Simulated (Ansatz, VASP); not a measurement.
**GdO in VASP and in Ansatz**

```xyz
2
Lattice="0.0000 2.7355 2.7355 2.7355 0.0000 2.7355 2.7355 2.7355 0.0000" Properties=species:S:1:pos:R:3 pbc="T T T"
Gd    0.0000    0.0000    0.0000
O     1.3678    1.3678    1.3678
```

Alike in both runs: task single point; functional r2SCAN; k mesh 9 × 9 × 9; occupations fermi-dirac, width 0.05 eV; collinear spin.

|  | VASP | Ansatz |
| --- | --- | --- |
| version | VASP 6.6.1 | Ansatz 0.2.0 |
| potentials or method | VASP PAW PBE potentials, release 64 (Gd, O) | Ansatz PAW |
| plane-wave cutoff (eV) | 520 | 500 |
| valence electrons in the cell | 24 | 24 |

VASP gave:

| Quantity | Value |
| --- | --- |
| gap on the k mesh at the Fermi level (eV) | none |
| pressure (GPa) | -5.9 |
| net moment per atom (μB) | 3.97 |
| size of the moment on the site where the two differ most (μB) | 6.98 |

Task: Which values does Ansatz return?

Result: gap on the k mesh at the Fermi level (eV): none; pressure (GPa): -5.9; net moment per atom (μB): 3.97; size of the moment on the site where the two differ most (μB): 7.04.

VASP's potentials were made for PBE, not for r2SCAN. Site moments also hang on the region over which each program counts them. A gap of «none» marks a metal or a gap that the smearing closes.

Spin-orbit coupling is off throughout. Noted on Ansatz's run: the magnetic or orbital state may not be the lowest.
